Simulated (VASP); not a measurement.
Set up this calculation in VASP 6.6.1, as the native input.

* Task: single point
* Functional: PBE
* Potentials or basis: VASP PAW PBE potentials, release 64 (Ca_sv)
* Cutoff: 520 eV
* k mesh: 12 × 12 × 12
* Occupations: gaussian, width 0.1 eV
* Spin: no spin polarisation
* Dipole correction: no
* Further INCAR settings: ALGO = Normal; EDIFF = 1e-06; NBANDS = 11

The structure of Ca lies in POSCAR:

```
Ca
1.0
   -2.2801598183      2.4026944457      2.1864183187
    2.2801598183     -2.1960839644      1.9789526414
    2.2801598183      2.1960839644     -1.9789526414
Ca
1
Direct
    0.5000000000      0.5000000000      0.0000000000
```

This cell differs from its parent crystal: strained.

One way to write it, as run:

INCAR

```
  ALGO = Normal
  EDIFF = 1E-6
  ENCUT = 520
  GGA = PE
  ISIF = 2
  ISMEAR = 0
  LASPH = T
  LCHARG = F
  LREAL = F
  LWAVE = F
  NBANDS = 11
  NELM = 100
  PREC = Accurate
  SIGMA = 0.1
```

KPOINTS

```
k-points
0
Gamma
  12 12 12
```

Potentials or basis: VASP PAW PBE potentials, release 64 (Ca_sv).

Launch:

```sh
$ cat potpaw_PBE.64/Ca_sv/POTCAR > POTCAR
$ mpirun -np 1 vasp_std > vasp.out
```

It gave:

```yaml
Pressure: -0.5 GPa
Band_gap_on_the_k_mesh: zero (band 5 reaches 2.07 eV, above the bottom of band 6 at 1.63 eV)
```

Caveat: the cell differs from its parent crystal (strained).

Run time: 75 s on 1 thread of Intel(R) Xeon(R) 6975P-C (Granite Rapids) (shared host), peak memory 0.34 GiB.
